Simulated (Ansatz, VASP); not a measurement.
## One calculation of Al2Cu, two programs

```xyz
3
Lattice="4.0849 0.0000 0.0000 0.0000 4.0849 0.0000 0.0000 0.0000 2.8464" Properties=species:S:1:pos:R:3 pbc="T T T"
Al    2.0424    0.0000    1.4232
Al    0.0000    2.0424    1.4232
Cu    0.0000    0.0000    0.0000
```

Alike in both runs: task single point; functional PBEsol; k mesh 4 × 4 × 6; occupations gaussian, width 0.1 eV; no spin polarisation.

|  | VASP | Ansatz |
| --- | --- | --- |
| version | VASP 6.6.1 | Ansatz 0.2.0 |
| potentials or method | VASP PAW PBE potentials, release 64 (Al, Cu), cutoff 600 eV | scalar-relativistic, plane waves, PAW |
| valence electrons in the cell | 17 | 25 |

Ansatz gave:

* gap on the k mesh at the Fermi level (eV): none
* pressure (GPa): 0.0
* traceless stress, the component that is largest in VASP (GPa): 3.14

Task: What did VASP give for the same quantities?

Result: gap on the k mesh at the Fermi level (eV): none; pressure (GPa): 0.3; traceless stress, the component that is largest in VASP (GPa): 3.21.

VASP's potentials were made for PBE, not for PBEsol, and Ansatz warns of the same on its side. A gap of «none» marks a metal or a gap that the smearing closes. VASP's potentials hold 17 valence electrons a cell and Ansatz's 25, so a difference there can come from the potentials and not from the codes.

The k mesh is coarse, so the values compare programs but aren't converged.
